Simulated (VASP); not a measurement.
CsPbBr3:

```
CELL_PARAMETERS angstrom
6.01036 0.00000 0.00000
0.00000 6.01036 0.00000
0.00000 0.00000 6.01036
ATOMIC_POSITIONS crystal
Cs 0.00000 0.00000 0.00000
Pb 0.50000 0.50000 0.50000
Br 0.00000 0.50000 0.50000
Br 0.50000 0.00000 0.50000
Br 0.50000 0.50000 0.00000
```

| Item | Value |
| --- | --- |
| Program | VASP 6.6.1 |
| Task | relaxation of cell and atoms |
| Functional | PBEsol |
| Potentials or basis | VASP PAW PBE potentials, release 64 (Cs_sv, Pb_d, Br) |
| Cutoff | 600 eV |
| k mesh | 4 × 4 × 4 |
| Occupations | fermi-dirac, width 0.02 eV |
| Spin | no spin polarisation |

At the start: pressure -1.2 GPa; volume 43.42 Å³/atom.

Problem. Where does the relaxation end?

Solution. Over 6 steps the energy falls by 10.7 meV/atom and the volume is 40.70 Å³/atom (-6.3 %); space group Pm-3m (No. 221, to 0.1 Å) before and after.

The path:
```tsv
step	energy change (eV)	largest force (eV/Å)	pressure (GPa)	volume (Å³)
1	0.0000	0.0000	-1.19	217.12
2	-0.0494	0.0000	-0.35	207.12
3	-0.0534	0.0000	-0.03	203.88
4	-0.0534	0.0000	-0.02	203.62
5	-0.0533	0.0000	0.05	203.10
6	-0.0534	0.0000	0.01	203.50
```

Final structure:
```
Cs Pb Br
1.0
     5.88199    0.00000    0.00000
     0.00000    5.88199    0.00000
     0.00000    0.00000    5.88199
Cs Pb Br
1 1 3
Direct
  0.00000 0.00000 0.00000
  0.50000 0.50000 0.50000
  0.00000 0.50000 0.50000
  0.50000 0.00000 0.50000
  0.50000 0.50000 0.00000
```

Caveat: the PAW data sets were made with another functional, which shifts forces and pressure a little.
